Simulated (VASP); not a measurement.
# Lu (P6/mmm) in VASP: a series of runs

Lu is run at these levels: PBE; tasks: single point, relaxation of shape and atoms at fixed volume.

Program: VASP 6.6.1. These are calculated values, not measurements. Logs are shortened: lines on timing, memory, paths and dates and some standing lists are left out, and cuts for length are marked.

## Step 1: The cell of the first run

It takes space group P6/mmm (No. 191, hexagonal). Conventional cell: a = 3.308 Å, b = 3.308 Å, c = 3.272 Å, α = 90.00°, β = 90.00°, γ = 120.00°. Lu (site symmetry 6/mmm) has 8 Lu at 3.27 to 3.31 Å within 4.3 Å.

This isn't the form of Lu at room conditions, which is hcp.

## Step 2: Single point, PBE (31.01 Å³/atom)

Input file INCAR:

```
  PREC = Accurate
  ENCUT = 520
  EDIFF = 1E-6
  ISMEAR = -1
  SIGMA = 0.08
  LREAL = False
  LASPH = True
  NELM = 60
  ALGO = Normal
  ISIF = 2
  LWAVE = False
  LCHARG = False
  GGA = PE
  NBANDS = 18
```

Input file KPOINTS:

```
regular mesh
0
Gamma
  13 13 12
```

Input file POSCAR:

```
Lu
1.0
    3.3082811502      0.0000000000      0.0000000000
   -1.6541405751      2.8650555189      0.0000000000
    0.0000000000      0.0000000000      3.2715756911
Lu
1
Direct
    0.0000000000      0.0000000000      0.0000000000
```

Potentials or basis: VASP PAW PBE potentials, release 64 (Lu).

Started as:

```bash
cat potpaw_PBE.64/Lu/POTCAR > POTCAR
mpirun -np 1 vasp_std > vasp.out
```

OUTCAR:

```text
PREC = Accurate
   ENCUT = 520
   EDIFF = 1E-6
   ISMEAR = -1
   LREAL = False
   LASPH = True
   NELM = 60
   ISIF = 2
   GGA = PE

 ion  position               nearest neighbor table
   1  0.000  0.000  0.000-

  LATTYP: Found a hexagonal cell.
 ALAT       =     3.3082811502
 C/A-ratio  =     0.9889049759

  Lattice vectors:

 A1 = (   3.3082811502,   0.0000000000,   0.0000000000)
 A2 = (  -1.6541405751,   2.8650555189,   0.0000000000)
 A3 = (   0.0000000000,   0.0000000000,   3.2715756911)

Analysis of symmetry for initial positions (statically):
=====================================================================
 Subroutine PRICEL returns:
 Original cell was already a primitive cell.

 Routine SETGRP: Setting up the symmetry group for a
 hexagonal supercell.

 Subroutine GETGRP returns: Found 24 space group operations
 (whereof 24 operations were pure point group operations)
 out of a pool of 24 trial point group operations.

The static configuration has the point symmetry D_6h.

Analysis of symmetry for dynamics (positions and initial velocities):
=====================================================================
 Subroutine PRICEL returns:
 Original cell was already a primitive cell.

 Routine SETGRP: Setting up the symmetry group for a
 hexagonal supercell.

 Subroutine GETGRP returns: Found 24 space group operations
 (whereof 24 operations were pure point group operations)
 out of a pool of 24 trial point group operations.

The dynamic configuration has the point symmetry D_6h.

 Subroutine INISYM returns: Found 24 space group operations
 (whereof 24 operations are pure point group operations),
 and found     1 'primitive' translations

----------------------------------------------------------------------------------------

                                     Primitive cell

  volume of cell :      31.0093

  direct lattice vectors                    reciprocal lattice vectors
     3.308281150  0.000000000  0.000000000     0.302271770  0.174516688  0.000000000
    -1.654140575  2.865055519  0.000000000     0.000000000  0.349033376  0.000000000
     0.000000000  0.000000000  3.271575691     0.000000000  0.000000000  0.305663110

  length of vectors
     3.308281150  3.308281150  3.271575691     0.349033376  0.349033376  0.305663110

  position of ions in fractional coordinates (direct lattice)
     0.000000000  0.000000000  0.000000000

  ion indices of the primitive-cell ions
   primitive index   ion index
                 1           1

----------------------------------------------------------------------------------------

 KPOINTS: regular mesh

Automatic generation of k-mesh.
 Grid dimensions read from file:
 generate k-points for:   13   13   12

 Generating k-lattice:

  Cartesian coordinates                     Fractional coordinates (reciprocal lattice)
     0.023251675  0.013424361  0.000000000     0.076923077  0.000000000  0.000000000
     0.000000000  0.026848721  0.000000000     0.000000000  0.076923077  0.000000000
     0.000000000  0.000000000  0.025471926     0.000000000  0.000000000  0.083333333

  Length of vectors
     0.026848721  0.026848721  0.025471926

  Shift w.r.t. Gamma in fractional coordinates (k-lattice)
     0.000000000  0.000000000  0.000000000

 Subroutine IBZKPT returns following result:
 ===========================================

 Found    147 irreducible k-points:

 Following reciprocal coordinates:
            Coordinates               Weight
  0.000000  0.000000  0.000000      1.000000
  0.076923  0.000000  0.000000      6.000000
  0.153846  0.000000  0.000000      6.000000
  0.230769  0.000000  0.000000      6.000000
  0.307692  0.000000  0.000000      6.000000
  0.384615  0.000000  0.000000      6.000000
[... 16 lines left out ...]
  0.076923  0.000000  0.083333     12.000000
  0.153846  0.000000  0.083333     12.000000
 [... further k-points ...]
   k-points           NKPTS =    147   k-points in BZ     NKDIM =    147   number of bands    NBANDS=     18
   number of dos      NEDOS =    301   number of ions     NIONS =      1
   total plane-waves  NPLWV =  18816
   dimension x,y,z NGX =    28 NGY =   28 NGZ =   24
   dimension x,y,z NGXF=    56 NGYF=   56 NGZF=   48
   ions per type =               1
   NGX,Y,Z   is equivalent  to a cutoff of  14.07, 14.07, 12.20 a.u.
   NGXF,Y,Z  is equivalent  to a cutoff of  28.14, 28.14, 24.39 a.u.
 SYSTEM =  unknown system
   PREC   = accura    normal or accurate (medium, high low for compatibility)
   ISTART =      0    job   : 0-new  1-cont  2-samecut
   ICHARG =      2    charge: 1-file 2-atom 10-const
   ISPIN  =      1    spin polarized calculation?
   LNONCOLLINEAR =      F non collinear calculations
   LSORBIT =      F    spin-orbit coupling
   LASPH  =      T    aspherical Exc in radial PAW
   ENCUT  =  520.0 eV  38.22 Ry    6.18 a.u.   6.15  6.15  6.08*2*pi/ulx,y,z
   NELM   =     60;   NELMIN=  2; NELMDL= -5     # of ELM steps
   EDIFF  = 0.1E-05   stopping-criterion for ELM
   LREAL  =      F    real-space projection
[... 7 lines left out ...]
   TEBEG  =    0.0;   TEEND  =   0.0 temperature during run
   PSTRESS=    0.0 pullay stress
   NELECT =      25.0000    total number of electrons
   NUPDOWN=      -1.0000    fix difference up-down
   EMIN   =  10.00;   EMAX   =-10.00  energy-range for DOS
   EFERMI =   0.00;   METHOD = LEGACY
   ISMEAR =    -1;   SIGMA  =   0.08  broadening in eV -4-tet -1-fermi 0-gaus
   EFERMI_NEDOS =   21; number of points for ismear=-14 and -15
   IALGO  =     38    algorithm
   IMIX   =      4    mixing-type and parameters
     AMIX     =   0.40;   BMIX     =  1.00
     AMIX_MAG =   1.60;   BMIX_MAG =  1.00
  volume/ion in A,a.u.               =      31.01       209.26
  Fermi-wavevector in a.u.,A,eV,Ry     =   1.523669  2.879317 31.586848  2.321568
  Thomas-Fermi vector in A             =   2.632081
   LORBIT       =      0    0 simple, 1 ext, 2 COOP (PROOUT), +10 PAW based schemes
   GGA     = PE    functional components
   LHFCALC =     F    Hartree Fock is set to
   AEXX    =    0.0000 exact exchange contribution
   IVDW    =     0    specifies the selected vdW correction
   LEPSILON=     F    determine dielectric tensor
   LRPA    =     F    only Hartree local field effects (RPA)
 non-spin polarized calculation
  energy-cutoff  :      520.00
  volume of cell :       31.01
 maximum number of plane-waves:       853
 NGX is ok and might be reduce to    28
   NGX = 13   NGY = 13   NGZ = 13

 number of electron      25.0000000 magnetization

 Free energy of the ion-electron system (eV)
  ---------------------------------------------------
  ext. energy  EPLUGINS =         0.00000000
  ---------------------------------------------------
  free energy    TOTEN  =        -4.05477426 eV

  energy without entropy =       -4.00685116  energy(sigma->0) =       -4.03081271

 E-fermi :   1.9177     XC(G=0): -10.3387

 val. band max:        1.9163276451   @ k =   0.0769   0.0769   0.0833
 cond. band min:       1.9257090164   @ k =   0.3846   0.2308   0.0833
 fundamental gap:      0.0093813714
 Fermi energy:         1.9177286113

 k-point     1 :       0.0000    0.0000    0.0000
  band No.  band energies     occupation
      1     -54.5431      2.00000
      2     -25.0736      2.00000
      3     -24.8927      2.00000
      4     -24.8927      2.00000
      5      -3.8504      2.00000
      6      -3.3066      2.00000
[... 10 lines left out ...]
     17       8.2439      0.00000
     18      11.7630      0.00000

 k-point     2 :       0.0769    0.0000    0.0000
  band No.  band energies     occupation
      1     -54.5411      2.00000
      2     -25.0698      2.00000
      3     -24.9268      2.00000
      4     -24.9004      2.00000
      5      -3.6918      2.00000
      6      -3.3022      2.00000
[... 10 lines left out ...]
     17       8.2008      0.00000
     18      12.2810      0.00000

 k-point     3 :       0.1538    0.0000    0.0000
  band No.  band energies     occupation
      1     -54.5356      2.00000
      2     -25.0595      2.00000
      3     -25.0200      2.00000
      4     -24.9218      2.00000
      5      -3.2897      2.00000
      6      -3.2858      2.00000
[... 10 lines left out ...]
     17       8.0839      0.00000
     18      13.4214      0.00000

 k-point     4 :       0.2308    0.0000    0.0000
  band No.  band energies     occupation
      1     -54.5278      2.00000
      2     -25.1487      2.00000
      3     -25.0449      2.00000
      4     -24.9518      2.00000
      5      -3.2896      2.00000
      6      -3.2680      2.00000
[... 10 lines left out ...]
     17       7.9253      0.00000
     18      12.1823      0.00000

 k-point     5 :       0.3077    0.0000    0.0000
  band No.  band energies     occupation
      1     -54.5196      2.00000
      2     -25.2821      2.00000
      3     -25.0293      2.00000
      4     -24.9833      2.00000
      5      -3.3021      2.00000
      6      -3.2728      2.00000
[... 10 lines left out ...]
     17       7.7640      0.00000
     18      11.0277      0.00000

 k-point     6 :       0.3846    0.0000    0.0000
  band No.  band energies     occupation
      1     -54.5127      2.00000
      2     -25.3902      2.00000
      3     -25.0163      2.00000
      4     -25.0093      2.00000
      5      -3.3122      2.00000
      6      -3.2804      2.00000
[... 10 lines left out ...]
     17       7.7578      0.00000
     18      10.4159      0.00000

 k-point     7 :       0.4615    0.0000    0.0000
  band No.  band energies     occupation
      1     -54.5088      2.00000
      2     -25.4504      2.00000
      3     -25.0240      2.00000
      4     -25.0090      2.00000
      5      -3.3176      2.00000
      6      -3.2856      2.00000
[... 10 lines left out ...]
     17       8.7300      0.00000
     18      10.3198      0.00000

 k-point     8 :       0.0769    0.0769    0.0000
  band No.  band energies     occupation
      1     -54.5374      2.00000
      2     -25.0628      2.00000
      3     -24.9889      2.00000
      4     -24.9165      2.00000
      5      -3.3877      2.00000
      6      -3.2936      2.00000
[... 10 lines left out ...]
     17       8.1075      0.00000
     18      13.0929      0.00000
[... 229 lines left out ...]
     17       8.1472      0.00000
     18       9.4585      0.00000

 k-point    20 :       0.3846    0.2308    0.0000
  band No.  band energies     occupation
      1     -54.5051      2.00000
      2     -25.3711      2.00000
      3     -25.1846      2.00000
      4     -25.0018      2.00000
      5      -3.3087      2.00000
      6      -3.2922      2.00000
[... 10 lines left out ...]
     17       8.3813      0.00000
     18       9.2008      0.00000

 k-point    21 :       0.3077    0.3077    0.0000
  band No.  band energies     occupation
      1     -54.5044      2.00000
      2     -25.3277      2.00000
      3     -25.2433      2.00000
      4     -25.0004      2.00000
      5      -3.3044      2.00000
      6      -3.2953      2.00000
[... 10 lines left out ...]
     17       8.0422      0.00000
     18       9.4425      0.00000

 k-point    22 :       0.0000    0.0000    0.0833
  band No.  band energies     occupation
      1     -54.5417      2.00000
      2     -25.1044      2.00000
      3     -24.8903      2.00000
      4     -24.8903      2.00000
      5      -3.7182      2.00000
      6      -3.3062      2.00000
[... 10 lines left out ...]
     17       8.0370      0.00000
     18      11.2118      0.00000

 k-point    23 :       0.0769    0.0000    0.0833
  band No.  band energies     occupation
      1     -54.5398      2.00000
      2     -25.1005      2.00000
      3     -24.9243      2.00000
      4     -24.8980      2.00000
      5      -3.5606      2.00000
      6      -3.3018      2.00000
[... 10 lines left out ...]
     17       7.9899      0.00000
     18      11.7245      0.00000

 k-point    24 :       0.1538    0.0000    0.0833
  band No.  band energies     occupation
      1     -54.5343      2.00000
      2     -25.0900      2.00000
      3     -25.0171      2.00000
      4     -24.9194      2.00000
      5      -3.2892      2.00000
      6      -3.2764      2.00000
[... 10 lines left out ...]
     17       7.8634      0.00000
     18      12.7597      0.00000

 [... further k-points ...]

------------------------ aborting loop because EDIFF is reached ----------------------------------------

  FORCE on cell =-STRESS in cart. coord.  units (eV):
  Direction    XX          YY          ZZ          XY          YZ          ZX
  --------------------------------------------------------------------------------------
  -------------------------------------------------------------------------------------
  Total       -0.0100688     -0.0100688     -0.0201209      0.0000000      0.0000000      0.0000000
  in kB       -0.5202309     -0.5202309     -1.0395970      0.0000000      0.0000000      0.0000000
  external PRESSURE =      -0.6933530 kB  Pullay stress =       0.0000000 kB

 VOLUME and BASIS-vectors are now :
 -----------------------------------------------------------------------------
  energy-cutoff  :      520.00
  volume of cell :       31.01
      direct lattice vectors                 reciprocal lattice vectors
     3.308281150  0.000000000  0.000000000     0.302271770  0.174516688  0.000000000
    -1.654140575  2.865055519  0.000000000     0.000000000  0.349033376  0.000000000
     0.000000000  0.000000000  3.271575691     0.000000000  0.000000000  0.305663110

 POSITION                                       TOTAL-FORCE (eV/Angst)
 -----------------------------------------------------------------------------------
      0.00000      0.00000      0.00000         0.000000      0.000000      0.000000
 -----------------------------------------------------------------------------------
    total drift:                               -0.000000     -0.000000      0.000000

  FREE ENERGIE OF THE ION-ELECTRON SYSTEM (eV)
  ---------------------------------------------------
  free  energy   TOTEN  =        -4.0547742595 eV

  energy  without entropy=       -4.0068511607  energy(sigma->0) =       -4.03081271
```

It took 28 s on 1 thread of Intel Xeon 6975P-C (Granite Rapids), shared host; peak memory 0.22 GiB.

What came out:

```
Free energy            : -4.0548 eV
Pressure               : -0.1 GPa
Band gap on the k mesh : zero (an odd number of electrons rules out a gap without spin polarisation)
```

Caveat: spin-orbit coupling is left out, which moves the levels of the heavy elements.

(Continued in part 2 of 3.)
